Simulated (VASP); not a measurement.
# InGa3N (Pm-3m) in VASP: a series of runs, part 2 of 2

VASP 6.6.1.

### Step 3. Relaxation of cell and atoms, PBEsol

Input file INCAR:

```
PREC = Accurate
ENCUT = 600
EDIFF = 1E-6
ISMEAR = -1
SIGMA = 0.15
LREAL = False
LASPH = True
NELM = 100
ALGO = Normal
ISIF = 3
LWAVE = False
LCHARG = False
GGA = PS
IBRION = 2
NSW = 80
EDIFFG = -0.001
```

Input file KPOINTS:

```
Automatic mesh
0
Gamma
  8 8 8
```

Input file POSCAR:

```
InGa3N
1.0
    4.3740165711      0.0000000000      0.0000000000
    0.0000000000      4.3740165711      0.0000000000
    0.0000000000      0.0000000000      4.3740165711
In Ga N
1 3 1
Direct
    0.0000000000      0.0000000000      0.0000000000
    0.5000000000      0.5000000000      0.0000000000
    0.0000000000      0.5000000000      0.5000000000
    0.5000000000      0.0000000000      0.5000000000
    0.5000000000      0.5000000000      0.5000000000
```

Potentials or basis: VASP PAW PBE potentials, release 64 (In_d, Ga_d, N).

Started as:

```bash
cat potpaw_PBE.64/In_d/POTCAR potpaw_PBE.64/Ga_d/POTCAR potpaw_PBE.64/N/POTCAR > POTCAR
mpirun -np 1 vasp_std > vasp.out
```

OUTCAR:

```text
PREC = Accurate
   ENCUT = 600
   EDIFF = 1E-6
   ISMEAR = -1
   LREAL = False
   LASPH = True
   NELM = 100
   ISIF = 3
   GGA = PS
   IBRION = 2
   NSW = 80
   EDIFFG = -0.001

 ion  position               nearest neighbor table
   1  0.000  0.000  0.000-   2 3.09   3 3.09   4 3.09   3 3.09   4 3.09   2 3.09   3 3.09   3 3.09
                             2 3.09   4 3.09   4 3.09   2 3.09
   2  0.500  0.500  0.000-   5 2.19   5 2.19   1 3.09   1 3.09   1 3.09   1 3.09
   3  0.000  0.500  0.500-   5 2.19   5 2.19   1 3.09   1 3.09   1 3.09   1 3.09
   4  0.500  0.000  0.500-   5 2.19   5 2.19   1 3.09   1 3.09   1 3.09   1 3.09
   5  0.500  0.500  0.500-   2 2.19   3 2.19   4 2.19   2 2.19   4 2.19   3 2.19

  LATTYP: Found a simple cubic cell.
 ALAT       =     4.3740165711

  Lattice vectors:

 A1 = (   4.3740165711,   0.0000000000,   0.0000000000)
 A2 = (   0.0000000000,   4.3740165711,   0.0000000000)
 A3 = (   0.0000000000,   0.0000000000,   4.3740165711)

Analysis of symmetry for initial positions (statically):
=====================================================================
 Subroutine PRICEL returns:
 Original cell was already a primitive cell.

 Routine SETGRP: Setting up the symmetry group for a
 simple cubic supercell.

 Subroutine GETGRP returns: Found 48 space group operations
[... 9 lines left out ...]

 Routine SETGRP: Setting up the symmetry group for a
 simple cubic supercell.

 Subroutine GETGRP returns: Found 48 space group operations
[... 11 lines left out ...]
                                     Primitive cell

  volume of cell :      83.6838

  direct lattice vectors                    reciprocal lattice vectors
     4.374016571  0.000000000  0.000000000     0.228622819  0.000000000  0.000000000
     0.000000000  4.374016571  0.000000000     0.000000000  0.228622819  0.000000000
     0.000000000  0.000000000  4.374016571     0.000000000  0.000000000  0.228622819

  length of vectors
     4.374016571  4.374016571  4.374016571     0.228622819  0.228622819  0.228622819

  position of ions in fractional coordinates (direct lattice)
     0.000000000  0.000000000  0.000000000
     0.500000000  0.500000000  0.000000000
     0.000000000  0.500000000  0.500000000
     0.500000000  0.000000000  0.500000000
     0.500000000  0.500000000  0.500000000

  ion indices of the primitive-cell ions
   primitive index   ion index
                 1           1
                 2           2
                 3           3
                 4           4
                 5           5

----------------------------------------------------------------------------------------

 KPOINTS: Automatic mesh

Automatic generation of k-mesh.
 Grid dimensions read from file:
 generate k-points for:    8    8    8

 Generating k-lattice:

  Cartesian coordinates                     Fractional coordinates (reciprocal lattice)
     0.028577852  0.000000000  0.000000000     0.125000000  0.000000000  0.000000000
     0.000000000  0.028577852  0.000000000     0.000000000  0.125000000  0.000000000
     0.000000000  0.000000000  0.028577852     0.000000000  0.000000000  0.125000000

  Length of vectors
     0.028577852  0.028577852  0.028577852

  Shift w.r.t. Gamma in fractional coordinates (k-lattice)
     0.000000000  0.000000000  0.000000000

 Subroutine IBZKPT returns following result:
 ===========================================

 Found     35 irreducible k-points:

 Following reciprocal coordinates:
            Coordinates               Weight
  0.000000  0.000000  0.000000      1.000000
  0.125000  0.000000  0.000000      6.000000
  0.250000  0.000000  0.000000      6.000000
  0.375000  0.000000  0.000000      6.000000
  0.500000  0.000000  0.000000      3.000000
  0.125000  0.125000  0.000000     12.000000
[... 16 lines left out ...]
  0.375000  0.375000  0.125000     24.000000
  0.500000  0.375000  0.125000     24.000000
 [... further k-points ...]
   k-points           NKPTS =     35   k-points in BZ     NKDIM =     35   number of bands    NBANDS=     34
   number of dos      NEDOS =    301   number of ions     NIONS =      5
   total plane-waves  NPLWV =  46656
   dimension x,y,z NGX =    36 NGY =   36 NGZ =   36
   dimension x,y,z NGXF=    72 NGYF=   72 NGZF=   72
   ions per type =               1   3   1
   NGX,Y,Z   is equivalent  to a cutoff of  13.68, 13.68, 13.68 a.u.
   NGXF,Y,Z  is equivalent  to a cutoff of  27.37, 27.37, 27.37 a.u.
 SYSTEM =  unknown system
   PREC   = accura    normal or accurate (medium, high low for compatibility)
   ISTART =      0    job   : 0-new  1-cont  2-samecut
   ICHARG =      2    charge: 1-file 2-atom 10-const
   ISPIN  =      1    spin polarized calculation?
   LNONCOLLINEAR =      F non collinear calculations
   LSORBIT =      F    spin-orbit coupling
   LASPH  =      T    aspherical Exc in radial PAW
   ENCUT  =  600.0 eV  44.10 Ry    6.64 a.u.   8.74  8.74  8.74*2*pi/ulx,y,z
   NELM   =    100;   NELMIN=  2; NELMDL= -5     # of ELM steps
   EDIFF  = 0.1E-05   stopping-criterion for ELM
   LREAL  =      F    real-space projection
   EDIFFG = -.1E-02   stopping-criterion for IOM
   NSW    =     80    number of steps for IOM
   IBRION =      2    ionic relax: 0-MD 1-quasi-New 2-CG
   NFREE  =      1    steps in history (QN), initial steepest desc. (CG)
   ISIF   =      3    stress and relaxation
   ISYM   =      2    0-nonsym 1-usesym 2-fastsym
   POTIM  = 0.5000    time-step for ionic-motion
   TEBEG  =    0.0;   TEEND  =   0.0 temperature during run
   PSTRESS=    0.0 pullay stress
   NELECT =      57.0000    total number of electrons
   NUPDOWN=      -1.0000    fix difference up-down
   EMIN   =  10.00;   EMAX   =-10.00  energy-range for DOS
   EFERMI =   0.00;   METHOD = LEGACY
   ISMEAR =    -1;   SIGMA  =   0.15  broadening in eV -4-tet -1-fermi 0-gaus
   EFERMI_NEDOS =   21; number of points for ismear=-14 and -15
   IALGO  =     38    algorithm
   IMIX   =      4    mixing-type and parameters
     AMIX     =   0.40;   BMIX     =  1.00
     AMIX_MAG =   1.60;   BMIX_MAG =  1.00
  volume/ion in A,a.u.               =      16.74       112.95
  Fermi-wavevector in a.u.,A,eV,Ry     =   1.440410  2.721980 28.229096  2.074780
  Thomas-Fermi vector in A             =   2.559157
   LORBIT       =      0    0 simple, 1 ext, 2 COOP (PROOUT), +10 PAW based schemes
   GGA     = PS    functional components
   LHFCALC =     F    Hartree Fock is set to
   AEXX    =    0.0000 exact exchange contribution
   IVDW    =     0    specifies the selected vdW correction
   LEPSILON=     F    determine dielectric tensor
   LRPA    =     F    only Hartree local field effects (RPA)
 conjugate gradient relaxation of ions
 non-spin polarized calculation
  energy-cutoff  :      600.00
  volume of cell :       83.68
 maximum number of plane-waves:      2829
 NGX is ok and might be reduce to    36
   NGX = 17   NGY = 17   NGZ = 17

--------------------------------------- Ionic step        1  -------------------------------------------

 number of electron      56.9999986 magnetization

 Free energy of the ion-electron system (eV)
  ---------------------------------------------------
  ext. energy  EPLUGINS =         0.00000000
  ---------------------------------------------------
  free energy    TOTEN  =       -19.99936042 eV

  energy without entropy =      -19.85313487  energy(sigma->0) =      -19.92624765

------------------------ aborting loop because EDIFF is reached ----------------------------------------

  FORCE on cell =-STRESS in cart. coord.  units (eV):
  Direction    XX          YY          ZZ          XY          YZ          ZX
  --------------------------------------------------------------------------------------
  -------------------------------------------------------------------------------------
  Total       -0.0113769     -0.0113769     -0.0113769      0.0000000      0.0000000      0.0000000
  in kB       -0.2178177     -0.2178177     -0.2178177      0.0000000      0.0000000      0.0000000
  external PRESSURE =      -0.2178177 kB  Pullay stress =       0.0000000 kB
[... 180 lines left out ...]
  energy  without entropy=      -19.8531352724  energy(sigma->0) =      -19.92624716

--------------------------------------- Ionic step        6  -------------------------------------------

 number of electron      56.9999987 magnetization

 Free energy of the ion-electron system (eV)
  ---------------------------------------------------
  ext. energy  EPLUGINS =         0.00000000
  ---------------------------------------------------
  free energy    TOTEN  =       -19.99935872 eV

  energy without entropy =      -19.85313449  energy(sigma->0) =      -19.92624660

 E-fermi :   6.6887     XC(G=0): -11.3965

 val. band max:        6.6594183140   @ k =   0.3750   0.1250   0.0000
 cond. band min:       6.7230614458   @ k =   0.3750   0.3750   0.3750
 fundamental gap:      0.0636431318
 Fermi energy:         6.6886635024

 k-point     1 :       0.0000    0.0000    0.0000
  band No.  band energies     occupation
      1      -9.9028      2.00000
      2      -8.2961      2.00000
      3      -8.2961      2.00000
      4      -8.2961      2.00000
      5      -8.2543      2.00000
      6      -8.2543      2.00000
[... 877 lines left out ...]
     33      10.2592      0.00000
     34      11.8758      0.00000

 [... further k-points ...]

------------------------ aborting loop because EDIFF is reached ----------------------------------------

  FORCE on cell =-STRESS in cart. coord.  units (eV):
  Direction    XX          YY          ZZ          XY          YZ          ZX
  --------------------------------------------------------------------------------------
  -------------------------------------------------------------------------------------
  Total        0.0039252      0.0039252      0.0039252      0.0000000      0.0000000      0.0000000
  in kB        0.0751668      0.0751668      0.0751668      0.0000000      0.0000000      0.0000000
  external PRESSURE =       0.0751668 kB  Pullay stress =       0.0000000 kB
[... 20 lines left out ...]
  FREE ENERGIE OF THE ION-ELECTRON SYSTEM (eV)
  ---------------------------------------------------
  free  energy   TOTEN  =       -19.9993587150 eV

  energy  without entropy=      -19.8531344948  energy(sigma->0) =      -19.92624660

 reached required accuracy - stopping structural energy minimisation
```

It took 7.3 min on 1 thread of Intel Xeon 8259CL, shared host; peak memory 0.28 GiB.

Results:

- Free energy: -19.9994 eV
- Relaxed volume: 16.73 Å³/atom
- Relaxed cell: a = 4.374 Å, b = 4.374 Å, c = 4.374 Å, α = 90.00°, β = 90.00°, γ = 90.00°
- Space group after relaxing (to 0.05 Å): Pm-3m (No. 221)
- Energy gained by relaxing: 0.0 meV/atom
- Ionic steps: 6
- Pressure after relaxing: 0.0 GPa

Final structure:
```
In Ga N
1.0
     4.37369    0.00000    0.00000
     0.00000    4.37369    0.00000
     0.00000    0.00000    4.37369
In Ga N
1 3 1
Direct
  0.00000 0.00000 0.00000
  0.50000 0.50000 0.00000
  0.00000 0.50000 0.50000
  0.50000 0.00000 0.50000
  0.50000 0.50000 0.50000
```

Caveat: the PAW data sets were made with another functional, which shifts forces and pressure a little; spin-orbit coupling is left out, which moves the levels of the heavy elements.
